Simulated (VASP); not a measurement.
# Te2Mo in VASP: single point with PBE+D3(BJ)

Aim: the single point of Te2Mo with PBE+D3(BJ).

Program: VASP 6.6.1. These are calculated values, not measurements. Logs are shortened: lines on timing, memory, paths and dates and some standing lists are left out, and cuts for length are marked.

## Step 1: The cell of the first run

The cell holds a slab with vacuum, 6 atoms: a = 3.504 Å, b = 3.504 Å, c = 24.768 Å, α = 90.00°, β = 90.00°, γ = 120.00°.

## Step 2: Single point, PBE+D3(BJ) (layers slid over each other)

INCAR reads:

```
SYSTEM = Te2Mo
ALGO = Normal
DIPOL = 0.5 0.5 0.397
EDIFF = 1E-7
ENCUT = 520
GGA = PE
IDIPOL = 3
ISIF = 2
ISMEAR = 0
IVDW = 12
LASPH = .True.
LCHARG = .True.
LDIPOL = .True.
LELF = .True.
LREAL = .False.
LVACPOTAV = .True.
LVHAR = .True.
LWAVE = .False.
NBANDS = 35
NELM = 100
PREC = Accurate
SIGMA = 0.05
```

KPOINTS reads:

```
k-points
0
Gamma
  9 9 1
  0 0 0
```

POSCAR reads:

```
Te2Mo
1.0
    3.5038816881      0.0000000000      0.0000000000
   -1.7519408440      3.0344505538      0.0000000000
    0.0000000000      0.0000000000     24.7677198395
Te Mo
4 2
Direct
    0.3333333333      0.6666666667      0.1816881017
    0.3333333333      0.6666666667      0.3284056818
    0.5000000000      0.6666666667      0.4656811364
    0.5000000000      0.6666666667      0.6123987165
    0.6666666667      0.3333333333      0.2550468917
    0.8333333333      0.3333333333      0.5390399264
```

Potentials or basis: VASP PAW PBE potentials, release 64 (Te, Mo_sv).

On the command line:

```bash
cat potpaw_PBE.64/Te/POTCAR potpaw_PBE.64/Mo_sv/POTCAR > POTCAR
mpirun -np 1 vasp_std > vasp.out
```

OUTCAR:

```text
SYSTEM = Te2Mo
   EDIFF = 1E-7
   ENCUT = 520
   GGA = PE
   ISIF = 2
   ISMEAR = 0
   IVDW = 12
   LASPH = .True.
   LREAL = .False.
   NELM = 100
   PREC = Accurate
 IVDW          = 12

 ion  position               nearest neighbor table
   1  0.333  0.667  0.182-   5 2.72   5 2.72   5 2.72   2 3.63
   2  0.333  0.667  0.328-   5 2.72   5 2.72   5 2.72   3 3.45   1 3.63
   3  0.500  0.667  0.466-   6 2.72   6 2.72   6 2.72   2 3.45   4 3.63
   4  0.500  0.667  0.612-   6 2.72   6 2.72   6 2.72   3 3.63
   5  0.667  0.333  0.255-   1 2.72   1 2.72   1 2.72   2 2.72   2 2.72   2 2.72
   6  0.833  0.333  0.539-   3 2.72   3 2.72   3 2.72   4 2.72   4 2.72   4 2.72

  LATTYP: Found a hexagonal cell.
 ALAT       =     3.5038816881
 C/A-ratio  =     7.0686518679

  Lattice vectors:

 A1 = (   3.5038816881,   0.0000000000,   0.0000000000)
 A2 = (  -1.7519408440,   3.0344505538,   0.0000000000)
 A3 = (   0.0000000000,   0.0000000000,  24.7677198395)

Analysis of symmetry for initial positions (statically):
=====================================================================
 Subroutine PRICEL returns:
 Original cell was already a primitive cell.

 Routine SETGRP: Setting up the symmetry group for a
 hexagonal supercell.

 Subroutine GETGRP returns: Found  2 space group operations
 (whereof  1 operations were pure point group operations)
 out of a pool of 24 trial point group operations.

The static configuration has the point symmetry C_1 .
 The point group associated with its full space group is C_2 .

Analysis of symmetry for dynamics (positions and initial velocities):
=====================================================================
 Subroutine PRICEL returns:
 Original cell was already a primitive cell.

 Routine SETGRP: Setting up the symmetry group for a
 hexagonal supercell.

 Subroutine GETGRP returns: Found  2 space group operations
 (whereof  1 operations were pure point group operations)
 out of a pool of 24 trial point group operations.

The dynamic configuration has the point symmetry C_1 .
 The point group associated with its full space group is C_2 .

 Subroutine INISYM returns: Found  2 space group operations
 (whereof  1 operations are pure point group operations),
 and found     1 'primitive' translations

----------------------------------------------------------------------------------------

                                     Primitive cell

  volume of cell :     263.3392

  direct lattice vectors                    reciprocal lattice vectors
     3.503881688  0.000000000  0.000000000     0.285397764  0.164774476  0.000000000
[... 104 lines left out ...]
   NELECT =      52.0000    total number of electrons
   NUPDOWN=      -1.0000    fix difference up-down
   EMIN   =  10.00;   EMAX   =-10.00  energy-range for DOS
   EFERMI =   0.00;   METHOD = LEGACY
   ISMEAR =     0;   SIGMA  =   0.05  broadening in eV -4-tet -1-fermi 0-gaus
   EFERMI_NEDOS =   21; number of points for ismear=-14 and -15
   IALGO  =     38    algorithm
   IMIX   =      4    mixing-type and parameters
     AMIX     =   0.40;   BMIX     =  1.00
     AMIX_MAG =   1.60;   BMIX_MAG =  1.00
  volume/ion in A,a.u.               =      43.89       296.18
  Fermi-wavevector in a.u.,A,eV,Ry     =   0.953317  1.801508 12.365161  0.908814
  Thomas-Fermi vector in A             =   2.081961
   LORBIT       =      0    0 simple, 1 ext, 2 COOP (PROOUT), +10 PAW based schemes
   GGA     = PE    functional components
   LHFCALC =     F    Hartree Fock is set to
   AEXX    =    0.0000 exact exchange contribution
   IVDW    =    12    specifies the selected vdW correction
   LEPSILON=     F    determine dielectric tensor
   LRPA    =     F    only Hartree local field effects (RPA)
 non-spin polarized calculation
 Gauss-broadening in eV      SIGMA  =   0.05
  energy-cutoff  :      520.00
  volume of cell :      263.34
 maximum number of plane-waves:      7173
 NGX is ok and might be reduce to    28
   NGX = 13   NGY = 13   NGZ = 93

 dipolmoment           0.000000      0.000000      0.000022 electrons x Angstroem

 number of electron      51.9999997 magnetization

 dipolmoment           0.000000      0.000000     -0.000001 electrons x Angstroem

 Free energy of the ion-electron system (eV)
  ---------------------------------------------------
  ext. energy  EPLUGINS =         0.00000000
  ---------------------------------------------------
  free energy    TOTEN  =       -35.77343316 eV

  energy without entropy =      -35.77343316  energy(sigma->0) =      -35.77343316

 E-fermi :   2.8876     XC(G=0):  -6.3722

 val. band max:        2.5963307313   @ k =   0.0000   0.1111   0.0000
 cond. band min:       3.5476582960   @ k =   0.2222   0.2222   0.0000
 fundamental gap:      0.9513275647
 Fermi energy:         2.8876312530

 k-point     1 :       0.0000    0.0000    0.0000
  band No.  band energies     occupation
      1     -58.1706      2.00000
      2     -58.1706      2.00000
      3     -32.3512      2.00000
      4     -32.3512      2.00000
      5     -32.2034      2.00000
      6     -32.2034      2.00000
[... 901 lines left out ...]
     34       6.5851      0.00000
     35       6.9960      0.00000

 [... further k-points ...]

------------------------ aborting loop because EDIFF is reached ----------------------------------------

 Edisp (eV)   -2.80539

 E8    (eV) :    -1.3270

  FORCE on cell =-STRESS in cart. coord.  units (eV):
  Direction    XX          YY          ZZ          XY          YZ          ZX
  --------------------------------------------------------------------------------------
  -------------------------------------------------------------------------------------
  Total       0.00796    -0.13261     1.86274    -0.00000     0.00000     0.84922
  in kB       0.04846    -0.80678    11.33304    -0.00000     0.00000     5.16674
  external pressure =        3.52 kB  Pullay stress =        0.00 kB

 VOLUME and BASIS-vectors are now :
 -----------------------------------------------------------------------------
  energy-cutoff  :      520.00
  volume of cell :      263.34
      direct lattice vectors                 reciprocal lattice vectors
     3.503881688  0.000000000  0.000000000     0.285397764  0.164774476  0.000000000
    -1.751940844  3.034450554  0.000000000     0.000000000  0.329548952  0.000000000
     0.000000000  0.000000000 24.767719839     0.000000000  0.000000000  0.040375134

 POSITION                                       TOTAL-FORCE (eV/Angst)
 -----------------------------------------------------------------------------------
     -0.00000      2.02297      4.50000         0.004313     -0.001957      0.000428
     -0.00000      2.02297      8.13386        -0.168742      0.001760     -0.408927
      0.58398      2.02297     11.53386         0.168742      0.001760      0.408927
      0.58398      2.02297     15.16772        -0.004313     -0.001957     -0.000428
      1.75194      1.01148      6.31693        -0.046144      0.000197     -0.075463
      2.33592      1.01148     13.35079         0.046144      0.000197      0.075463
 -----------------------------------------------------------------------------------
    total drift:                               -0.000012     -0.000200     -0.000035

  FREE ENERGIE OF THE ION-ELECTRON SYSTEM (eV)
  ---------------------------------------------------
  free  energy   TOTEN  =       -38.5788258512 eV

  energy  without entropy=      -38.5788258512  energy(sigma->0) =      -38.57882585

 vacuum level on the upper side and lower side of the slab         7.326         7.326
```

OSZICAR:

```text
N       E                     dE             d eps       ncg     rms          rms(c)
DAV:   1     0.383912270063E+03    0.38391E+03   -0.26076E+04  2118   0.124E+03
DAV:   2    -0.119651696576E+02   -0.39588E+03   -0.38451E+03  2201   0.285E+02
DAV:   3    -0.361919568741E+02   -0.24227E+02   -0.23770E+02  2185   0.614E+01
[... 17 lines left out ...]
DAV:  21    -0.357734233538E+02   -0.20679E-04   -0.59504E-07  1669   0.282E-03    0.750E-03
DAV:  22    -0.357734302868E+02   -0.69329E-05   -0.29201E-07  1537   0.221E-03    0.307E-03
DAV:  23    -0.357734327038E+02   -0.24171E-05   -0.10160E-07  1453   0.894E-04    0.800E-04
DAV:  24    -0.357734330963E+02   -0.39248E-06   -0.22463E-08  1213   0.620E-04    0.581E-04
DAV:  25    -0.357734331608E+02   -0.64470E-07   -0.57641E-09  1100   0.294E-04
   1 F= -.38578826E+02 E0= -.38578826E+02  d E =-.129643E-17
```

stdout:

```text
POSCAR found type information on POSCAR TeMo
 POSCAR found :  2 types and       6 ions
 scaLAPACK will be used
 LDA part: xc-table for (Slater+PW92), standard interpolation
 POSCAR, INCAR and KPOINTS ok, starting setup
 FFT: planning ... GRIDC
 FFT: planning ... GRID_SOFT
 FFT: planning ... GRID
 WAVECAR not read
 entering main loop
 -----------------------------------------------------------------------------
|                                                                             |
|           W    W    AA    RRRRR   N    N  II  N    N   GGGG   !!!           |
|           W    W   A  A   R    R  NN   N  II  NN   N  G    G  !!!           |
|           W    W  A    A  R    R  N N  N  II  N N  N  G       !!!           |
|           W WW W  AAAAAA  RRRRR   N  N N  II  N  N N  G  GGG   !            |
|           WW  WW  A    A  R   R   N   NN  II  N   NN  G    G                |
|           W    W  A    A  R    R  N    N  II  N    N   GGGG   !!!           |
|                                                                             |
|     Did not find any points to average over, which means that no vacuum     |
|     field-free region was found. Please increase the size of  your cell     |
|     in the dimension of the dipole correction to obtain accurate            |
|     workfunction values.                                                    |
|                                                                             |
 -----------------------------------------------------------------------------
```

It took 12 min on 1 thread of Intel Xeon 8259CL, shared host; peak memory 0.49 GiB.

What came out:

```yaml
Free_energy: -38.5788 eV
Largest_force: 0.442 eV/Å
Band_gap_on_the_k_mesh: 0.95 eV (least direct gap 1.13 eV)
Dispersion_energy_per_atom: -0.468 eV
```

Forces in eV/Å, atoms in the order of the input:
```
Te   0.004 -0.002  0.000
Te  -0.169  0.002 -0.409
Te   0.169  0.002  0.409
Te  -0.004 -0.002  0.000
Mo  -0.046  0.000 -0.075
Mo   0.046  0.000  0.075
```

Caveat: the cell differs from its parent crystal (layers slid over each other); spin-orbit coupling is left out, which moves the levels of the heavy elements.
